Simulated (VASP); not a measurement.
Write the native input for VASP 6.6.1 that does the following.

```
Task                   : single point
Functional             : LDA
Potentials or basis    : VASP PAW LDA potentials, release 64 (Tl_d)
Cutoff                 : 520 eV
k mesh                 : 4 × 4 × 2
Occupations            : fermi-dirac, width 0.1 eV
Spin                   : no spin polarisation
Dipole correction      : no
Further INCAR settings : ALGO = Normal; EDIFF = 1e-07; NBANDS = 20
```

The structure of Tl lies in POSCAR:

```
Tl
1.0
    3.4014029632      0.0000000000      0.0000000000
   -1.7007014816      2.9457013746      0.0000000000
    0.0000000000      0.0000000000      5.4430041633
Tl
2
Direct
    0.3333333333      0.6666666667      0.2500000000
    0.6666666667      0.3333333333      0.7500000000
```

These files were run (other wordings do the same):

INCAR

```
SYSTEM = Tl
PREC     = Accurate       ! precision mode
ENCUT    = 520            ! plane-wave cutoff, eV
EDIFF    = 1E-7           ! SCF threshold, eV
ISMEAR   = -1             ! smearing method
SIGMA    = 0.1            ! smearing width, eV
LREAL    = .False.        ! projectors in reciprocal space
LASPH    = .True.         ! aspherical terms in the spheres
NELM     = 60             ! most SCF steps
ALGO     = Normal         ! electronic algorithm
ISIF     = 2              ! what is computed and relaxed
LWAVE    = .False.        ! write WAVECAR
LCHARG   = .True.         ! write CHGCAR
LELF     = .True.         ! ELF
LVHAR    = .True.       
NBANDS   = 20             ! bands
```

KPOINTS

```
Automatic mesh
0
Gamma
  4 4 2
  0 0 0
```

Potentials or basis: VASP PAW LDA potentials, release 64 (Tl_d).

Run with:

```sh
$ cat potpaw_LDA.64/Tl_d/POTCAR > POTCAR
$ mpirun -np 1 vasp_std > vasp.out
```

It gave:

- Pressure: 2.1 GPa
- Band gap on the k mesh: zero (band 13 reaches 10.31 eV, above the bottom of band 14 at 4.36 eV)

Caveat: the k points lie up to 0.58 Å⁻¹ apart; spin-orbit coupling is left out, which moves the levels of the heavy elements.

It took 10 s on 1 thread of Intel(R) Xeon(R) Platinum 8259CL CPU @ 2.50GHz (Skylake/Cascade Lake), with other jobs on the host, peak memory 0.15 GiB.
